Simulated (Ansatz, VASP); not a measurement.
# Two plane-wave programs on NaH

INCAR

```
ALGO = Normal ; EDIFF = 1E-7
EDIFFG = -0.002 ; ENCUT = 600
GGA = PS ; IBRION = 2
ISIF = 3 ; ISMEAR = -1
LASPH = True ; LCHARG = False
LREAL = False ; LWAVE = False
NELM = 100 ; NSW = 100
PREC = Accurate ; SIGMA = 0.08
```

KPOINTS

```
k-points
0
Gamma
  12 12 12
```

POSCAR

```
NaH
1.0
    2.4400000000      2.4400000000      0.0000000000
   -2.4400000000      2.4400000000      0.0000000000
    0.0000000000      2.4400000000      2.4400000000
Na H
1 1
Direct
    0.0000000000      0.0000000000      0.0000000000
    0.5000000000      0.5000000000      0.0000000000
```

Input for Ansatz:

```yaml
crystal:
  lattice:
    - [2.44, 2.44, 0.0]
    - [-2.44, 2.44, 0.0]
    - [0.0, 2.44, 2.44]
  atoms:
    - { symbol: Na, position: [0.0, 0.0, 0.0] }
    - { symbol: H, position: [0.5, 0.5, 0.0] }
kpoints:
  mp_grid: { grid: [12, 12, 12] }
scf:
  occupations: { method: fermi_dirac, width: 0.08 }
hamiltonian:
  xc: pbesol
  pseudopotentials: { kind: paw }
relax:
  f_tol: 0.002
  max_steps: 80
  cell: {}
output:
  forces: true
  stress: true
```

Alike in both runs: task relaxation of cell and atoms; functional PBEsol; k mesh 12 × 12 × 12; occupations fermi-dirac, width 0.08 eV; no spin polarisation.

|  | VASP | Ansatz |
| --- | --- | --- |
| version | VASP 6.6.1 | Ansatz 0.2.0 |
| potentials or method | VASP PAW PBE potentials, release 64 (Na_pv, H) | PAW with Ansatz's default frozen-core files, scalar-relativistic |
| plane-wave cutoff (eV) | 600 | 420 |
| valence electrons in the cell | 8 | 10 |

|  | VASP | Ansatz | Ansatz less VASP |
| --- | --- | --- | --- |
| relaxed volume (Å³/atom) | 13.76 | 13.75 | -0.006 |
| relaxed cell length with the largest relative difference (Å) | 3.388 | 3.388 | -0.0005 |

VASP's potentials were made for PBE, not for PBEsol. VASP's potentials hold 8 valence electrons a cell and Ansatz's 10, so a difference there can come from the potentials and not from the codes.
